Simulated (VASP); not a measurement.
# FeC3 (Pm-3m) in VASP: single point with PBE

Aim: the single point of FeC3 with PBE.

Program: VASP 6.6.1. These are calculated values, not measurements. Logs are shortened: lines on timing, memory, paths and dates and some standing lists are left out, and cuts for length are marked.

## 1. The cell of the first run

Symmetry: Pm-3m, No. 221, cubic system. The conventional cell has a = 3.080 Å, b = 3.080 Å, c = 3.080 Å, α = 90.00°, β = 90.00°, γ = 90.00°. Fe (site symmetry m-3m) has 12 C at 2.18 Å within 2.9 Å. C (site symmetry 4/mmm) has 4 Fe at 2.18 Å and 8 C at 2.18 Å within 2.9 Å.

## 2. Single point, PBE

INCAR reads:

```
PREC = Accurate
ENCUT = 700
EDIFF = 1E-6
ISMEAR = 0
SIGMA = 0.1
LREAL = False
LASPH = True
NELM = 120
ALGO = Normal
ISIF = 2
LWAVE = False
LCHARG = False
GGA = PE
NBANDS = 22
GGA_COMPAT = False
```

KPOINTS reads:

```
Automatic mesh
0
Gamma
  16 16 16
```

POSCAR reads:

```
FeC3
1.0
    3.0803763141      0.0000000000      0.0000000000
    0.0000000000      3.0803763141      0.0000000000
    0.0000000000      0.0000000000      3.0803763141
Fe C
1 3
Direct
    0.0000000000      0.0000000000      0.0000000000
    0.0000000000      0.5000000000      0.5000000000
    0.5000000000      0.0000000000      0.5000000000
    0.5000000000      0.5000000000      0.0000000000
```

Potentials or basis: VASP PAW PBE potentials, release 64 (Fe_sv, C).

Run with:

```
> cat potpaw_PBE.64/Fe_sv/POTCAR potpaw_PBE.64/C/POTCAR > POTCAR
> mpirun -np 1 vasp_std > vasp.out
```

OUTCAR:

```text
PREC = Accurate
   ENCUT = 700
   EDIFF = 1E-6
   ISMEAR = 0
   LREAL = False
   LASPH = True
   NELM = 120
   ISIF = 2
   GGA = PE

 ion  position               nearest neighbor table
   1  0.000  0.000  0.000-   2 2.18   3 2.18   4 2.18   2 2.18   3 2.18   2 2.18   4 2.18   2 2.18
                             3 2.18   4 2.18   3 2.18   4 2.18
   2  0.000  0.500  0.500-   1 2.18   1 2.18   1 2.18   1 2.18
   3  0.500  0.000  0.500-   1 2.18   1 2.18   1 2.18   1 2.18
   4  0.500  0.500  0.000-   1 2.18   1 2.18   1 2.18   1 2.18

  LATTYP: Found a simple cubic cell.
 ALAT       =     3.0803763141

  Lattice vectors:

 A1 = (   3.0803763141,   0.0000000000,   0.0000000000)
 A2 = (   0.0000000000,   3.0803763141,   0.0000000000)
 A3 = (   0.0000000000,   0.0000000000,   3.0803763141)

Analysis of symmetry for initial positions (statically):
=====================================================================
 Subroutine PRICEL returns:
 Original cell was already a primitive cell.

 Routine SETGRP: Setting up the symmetry group for a
 simple cubic supercell.

 Subroutine GETGRP returns: Found 48 space group operations
 (whereof 48 operations were pure point group operations)
 out of a pool of 48 trial point group operations.

The static configuration has the point symmetry O_h .

Analysis of symmetry for dynamics (positions and initial velocities):
=====================================================================
 Subroutine PRICEL returns:
 Original cell was already a primitive cell.

 Routine SETGRP: Setting up the symmetry group for a
 simple cubic supercell.

 Subroutine GETGRP returns: Found 48 space group operations
 (whereof 48 operations were pure point group operations)
 out of a pool of 48 trial point group operations.

The dynamic configuration has the point symmetry O_h .

 Subroutine INISYM returns: Found 48 space group operations
 (whereof 48 operations are pure point group operations),
 and found     1 'primitive' translations

----------------------------------------------------------------------------------------

                                     Primitive cell

  volume of cell :      29.2288

  direct lattice vectors                    reciprocal lattice vectors
     3.080376314  0.000000000  0.000000000     0.324635661  0.000000000  0.000000000
     0.000000000  3.080376314  0.000000000     0.000000000  0.324635661  0.000000000
     0.000000000  0.000000000  3.080376314     0.000000000  0.000000000  0.324635661

  length of vectors
     3.080376314  3.080376314  3.080376314     0.324635661  0.324635661  0.324635661

  position of ions in fractional coordinates (direct lattice)
     0.000000000  0.000000000  0.000000000
     0.000000000  0.500000000  0.500000000
     0.500000000  0.000000000  0.500000000
     0.500000000  0.500000000  0.000000000

  ion indices of the primitive-cell ions
   primitive index   ion index
                 1           1
                 2           2
                 3           3
                 4           4

----------------------------------------------------------------------------------------

 KPOINTS: Automatic mesh

Automatic generation of k-mesh.
 Grid dimensions read from file:
 generate k-points for:   16   16   16

 Generating k-lattice:

  Cartesian coordinates                     Fractional coordinates (reciprocal lattice)
     0.020289729  0.000000000  0.000000000     0.062500000  0.000000000  0.000000000
     0.000000000  0.020289729  0.000000000     0.000000000  0.062500000  0.000000000
     0.000000000  0.000000000  0.020289729     0.000000000  0.000000000  0.062500000

  Length of vectors
     0.020289729  0.020289729  0.020289729

  Shift w.r.t. Gamma in fractional coordinates (k-lattice)
     0.000000000  0.000000000  0.000000000

 Subroutine IBZKPT returns following result:
 ===========================================

 Found    165 irreducible k-points:

 Following reciprocal coordinates:
            Coordinates               Weight
  0.000000  0.000000  0.000000      1.000000
  0.062500  0.000000  0.000000      6.000000
  0.125000  0.000000  0.000000      6.000000
  0.187500  0.000000  0.000000      6.000000
  0.250000  0.000000  0.000000      6.000000
  0.312500  0.000000  0.000000      6.000000
[... 16 lines left out ...]
  0.437500  0.125000  0.000000     24.000000
  0.500000  0.125000  0.000000     12.000000
 [... further k-points ...]
   k-points           NKPTS =    165   k-points in BZ     NKDIM =    165   number of bands    NBANDS=     22
   number of dos      NEDOS =    301   number of ions     NIONS =      4
   total plane-waves  NPLWV =  21952
   dimension x,y,z NGX =    28 NGY =   28 NGZ =   28
   dimension x,y,z NGXF=    56 NGYF=   56 NGZF=   56
   ions per type =               1   3
   NGX,Y,Z   is equivalent  to a cutoff of  15.11, 15.11, 15.11 a.u.
   NGXF,Y,Z  is equivalent  to a cutoff of  30.22, 30.22, 30.22 a.u.
 SYSTEM =  unknown system
   PREC   = accura    normal or accurate (medium, high low for compatibility)
   ISTART =      0    job   : 0-new  1-cont  2-samecut
   ICHARG =      2    charge: 1-file 2-atom 10-const
   ISPIN  =      1    spin polarized calculation?
   LNONCOLLINEAR =      F non collinear calculations
   LSORBIT =      F    spin-orbit coupling
   LASPH  =      T    aspherical Exc in radial PAW
   ENCUT  =  700.0 eV  51.45 Ry    7.17 a.u.   6.65  6.65  6.65*2*pi/ulx,y,z
   NELM   =    120;   NELMIN=  2; NELMDL= -5     # of ELM steps
   EDIFF  = 0.1E-05   stopping-criterion for ELM
   LREAL  =      F    real-space projection
   EDIFFG = 0.1E-04   stopping-criterion for IOM
   NSW    =      0    number of steps for IOM
   IBRION =     -1    ionic relax: 0-MD 1-quasi-New 2-CG
   NFREE  =      0    steps in history (QN), initial steepest desc. (CG)
   ISIF   =      2    stress and relaxation
   ISYM   =      2    0-nonsym 1-usesym 2-fastsym
   POTIM  = 0.5000    time-step for ionic-motion
   TEBEG  =    0.0;   TEEND  =   0.0 temperature during run
   PSTRESS=    0.0 pullay stress
   NELECT =      28.0000    total number of electrons
   NUPDOWN=      -1.0000    fix difference up-down
   EMIN   =  10.00;   EMAX   =-10.00  energy-range for DOS
   EFERMI =   0.00;   METHOD = LEGACY
   ISMEAR =     0;   SIGMA  =   0.10  broadening in eV -4-tet -1-fermi 0-gaus
   EFERMI_NEDOS =   21; number of points for ismear=-14 and -15
   IALGO  =     38    algorithm
   IMIX   =      4    mixing-type and parameters
     AMIX     =   0.40;   BMIX     =  1.00
     AMIX_MAG =   1.60;   BMIX_MAG =  1.00
  volume/ion in A,a.u.               =       7.31        49.31
  Fermi-wavevector in a.u.,A,eV,Ry     =   1.613827  3.049691 35.435539  2.604439
  Thomas-Fermi vector in A             =   2.708834
   LORBIT       =      0    0 simple, 1 ext, 2 COOP (PROOUT), +10 PAW based schemes
   GGA     = PE    functional components
   LHFCALC =     F    Hartree Fock is set to
   AEXX    =    0.0000 exact exchange contribution
   IVDW    =     0    specifies the selected vdW correction
   LEPSILON=     F    determine dielectric tensor
   LRPA    =     F    only Hartree local field effects (RPA)
 non-spin polarized calculation
 Gauss-broadening in eV      SIGMA  =   0.10
  energy-cutoff  :      700.00
  volume of cell :       29.23
 maximum number of plane-waves:      1247
 NGX is ok and might be reduce to    28
   NGX = 13   NGY = 13   NGZ = 13

 number of electron      28.0000023 magnetization

 Free energy of the ion-electron system (eV)
  ---------------------------------------------------
  ext. energy  EPLUGINS =         0.00000000
  ---------------------------------------------------
  free energy    TOTEN  =       -24.69818208 eV

  energy without entropy =      -24.68633013  energy(sigma->0) =      -24.69225610

 E-fermi :  11.2980     XC(G=0): -13.6997

 val. band max:       11.2906709587   @ k =   0.4375   0.3125   0.3125
 cond. band min:      11.3021247767   @ k =   0.2500   0.1875   0.1875
 fundamental gap:      0.0114538180
 Fermi energy:        11.2979847128

 k-point     1 :       0.0000    0.0000    0.0000
  band No.  band energies     occupation
      1     -76.1434      2.00000
      2     -42.2386      2.00000
      3     -42.2386      2.00000
      4     -42.2386      2.00000
      5      -6.9112      2.00000
      6       3.7116      2.00000
[... 14 lines left out ...]
     21      16.4755      0.00000
     22      16.8357      0.00000

 k-point     2 :       0.0625    0.0000    0.0000
  band No.  band energies     occupation
      1     -76.1434      2.00000
      2     -42.2397      2.00000
      3     -42.2384      2.00000
      4     -42.2384      2.00000
      5      -6.8587      2.00000
      6       3.2057      2.00000
[... 14 lines left out ...]
     21      16.3895      0.00000
     22      17.0271      0.00000

 k-point     3 :       0.1250    0.0000    0.0000
  band No.  band energies     occupation
      1     -76.1432      2.00000
      2     -42.2434      2.00000
      3     -42.2381      2.00000
      4     -42.2381      2.00000
      5      -6.7018      2.00000
      6       2.2781      2.00000
[... 14 lines left out ...]
     21      16.1745      0.00000
     22      17.5505      0.00000

 k-point     4 :       0.1875    0.0000    0.0000
  band No.  band energies     occupation
      1     -76.1429      2.00000
      2     -42.2487      2.00000
      3     -42.2375      2.00000
      4     -42.2375      2.00000
      5      -6.4427      2.00000
      6       1.2652      2.00000
[... 14 lines left out ...]
     21      15.9515      0.00000
     22      18.3765      0.00000

 k-point     5 :       0.2500    0.0000    0.0000
  band No.  band energies     occupation
      1     -76.1425      2.00000
      2     -42.2548      2.00000
      3     -42.2369      2.00000
      4     -42.2369      2.00000
      5      -6.0854      2.00000
      6       0.2463      2.00000
[... 417 lines left out ...]
 k-point    22 :       0.3750    0.1250    0.0000
  band No.  band energies     occupation
      1     -76.1416      2.00000
      2     -42.2656      2.00000
      3     -42.2405      2.00000
      4     -42.2353      2.00000
      5      -4.9252      2.00000
      6      -1.4761      2.00000
[... 14 lines left out ...]
     21      15.9690      0.00000
     22      22.4626      0.00000

 k-point    23 :       0.4375    0.1250    0.0000
  band No.  band energies     occupation
      1     -76.1414      2.00000
      2     -42.2690      2.00000
      3     -42.2400      2.00000
      4     -42.2349      2.00000
      5      -4.3928      2.00000
      6      -2.2456      2.00000
[... 14 lines left out ...]
     21      16.0050      0.00000
     22      23.6115      0.00000

 k-point    24 :       0.5000    0.1250    0.0000
  band No.  band energies     occupation
      1     -76.1413      2.00000
      2     -42.2703      2.00000
      3     -42.2399      2.00000
      4     -42.2347      2.00000
      5      -4.0921      2.00000
      6      -2.6261      2.00000
[... 14 lines left out ...]
     21      16.0380      0.00000
     22      24.2424      0.00000

 [... further k-points ...]
[... 5 lines left out ...]
  --------------------------------------------------------------------------------------
  -------------------------------------------------------------------------------------
  Total       -0.1239390     -0.1239390     -0.1239390      0.0000000      0.0000000     -0.0000000
  in kB       -6.7937134     -6.7937134     -6.7937134      0.0000000      0.0000000     -0.0000000
  external PRESSURE =      -6.7937134 kB  Pullay stress =       0.0000000 kB

 VOLUME and BASIS-vectors are now :
 -----------------------------------------------------------------------------
  energy-cutoff  :      700.00
  volume of cell :       29.23
      direct lattice vectors                 reciprocal lattice vectors
     3.080376314  0.000000000  0.000000000     0.324635661  0.000000000  0.000000000
     0.000000000  3.080376314  0.000000000     0.000000000  0.324635661  0.000000000
     0.000000000  0.000000000  3.080376314     0.000000000  0.000000000  0.324635661

 POSITION                                       TOTAL-FORCE (eV/Angst)
 -----------------------------------------------------------------------------------
      0.00000      0.00000      0.00000         0.000000      0.000000      0.000000
      0.00000      1.54019      1.54019         0.000000      0.000000      0.000000
      1.54019      0.00000      1.54019         0.000000      0.000000      0.000000
      1.54019      1.54019      0.00000         0.000000      0.000000      0.000000
 -----------------------------------------------------------------------------------
    total drift:                               -0.000000     -0.000000     -0.000000

  FREE ENERGIE OF THE ION-ELECTRON SYSTEM (eV)
  ---------------------------------------------------
  free  energy   TOTEN  =       -24.6981820789 eV

  energy  without entropy=      -24.6863301265  energy(sigma->0) =      -24.69225610
```

It took 3.4 min on 1 thread of AMD EPYC 7R32 (Zen 2), shared host; peak memory 0.24 GiB.

What came out:

```
Free energy            : -24.6982 eV
Pressure               : -0.7 GPa
Band gap on the k mesh : zero (bands 14 and 15 overlap by 1.01 eV)
```

Caveat: the run has no spin polarisation, though such a crystal can be magnetic.
